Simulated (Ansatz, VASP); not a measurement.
**CuSi: VASP beside Ansatz**

```
Si Cu
1.0
     2.79491    0.00000    0.00000
    -1.39746    2.42047    0.00000
     0.00000    0.00000    4.56410
Si Cu
1 1
Direct
  0.33333 0.66667 0.00000
  0.66667 0.33333 0.50000
```

Alike in both runs: task single point; functional PBE; k mesh 6 × 6 × 4; occupations gaussian, width 0.1 eV; no spin polarisation.

|  | VASP | Ansatz |
| --- | --- | --- |
| version | VASP 6.6.1 | Ansatz 0.2.0 |
| potentials or method | VASP PAW PBE potentials, release 64 (Si, Cu), cutoff 520 eV | scalar-relativistic, plane waves, PAW |
| valence electrons in the cell | 15 | 23 |

```csv
,VASP,Ansatz,Ansatz less VASP
gap on the k mesh at the Fermi level (eV),none,none,-
pressure (GPa),-13.5,-13.6,-0.15
"traceless stress, the component that is largest in VASP (GPa)",-1.80,-1.62,+0.180
```

A gap of «none» marks a metal or a gap that the smearing closes. With one functional, cell and mesh, what is left measures potentials, basis and numerics. VASP's potentials hold 15 valence electrons a cell and Ansatz's 23, so a difference there can come from the potentials and not from the codes.

The k mesh is coarse, so the values compare programs but aren't converged.
